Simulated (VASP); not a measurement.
A run of VASP 6.6.1 is set up as follows.

File INCAR:

```
ALGO     = Normal         # electronic algorithm
EDIFF    = 1E-6           # SCF threshold, eV
ENCUT    = 520            # plane-wave cutoff, eV
GGA      = PS             # functional
ISIF     = 2              # what is computed and relaxed
ISMEAR   = -1             # smearing method
IVDW     = 13             # dispersion correction
LASPH    = True           # aspherical terms in the spheres
LCHARG   = True           # write CHGCAR
LELF     = True           # ELF
LREAL    = False          # projectors in reciprocal space
LVHAR    = True         
LWAVE    = False          # write WAVECAR
NBANDS   = 17             # bands
NELM     = 60             # most SCF steps
PREC     = Accurate       # precision mode
SIGMA    = 0.05           # smearing width, eV
```

Contents of KPOINTS:

```
k-points
0
Gamma
  8 8 8
```

The input POSCAR:

```
PbS
1.0
    0.0000000000      3.0239167281      3.0239167281
    3.0239167281      0.0000000000      3.0239167281
    3.0239167281      3.0239167281      0.0000000000
Pb S
1 1
Direct
    0.0000000000      0.0000000000      0.0000000000
    0.5000000000      0.5000000000      0.5000000000
```

Potentials or basis: VASP PAW PBE potentials, release 64 (Pb_d, S).

The run is started by

```bash
$ cat potpaw_PBE.64/Pb_d/POTCAR potpaw_PBE.64/S/POTCAR > POTCAR
$ mpirun -np 1 vasp_std > vasp.out
```

(1) Estimate the dispersion energy per atom.

(2) Predict the pressure.

(3) Predict the band gap on the k mesh.

## Answers

(1) -0.210 eV.

(2) -3.8 GPa.

(3) 0.45 eV, direct.

Caveat: the PAW data sets were made with another functional, which shifts forces and pressure a little; spin-orbit coupling is left out, which moves the levels of the heavy elements.
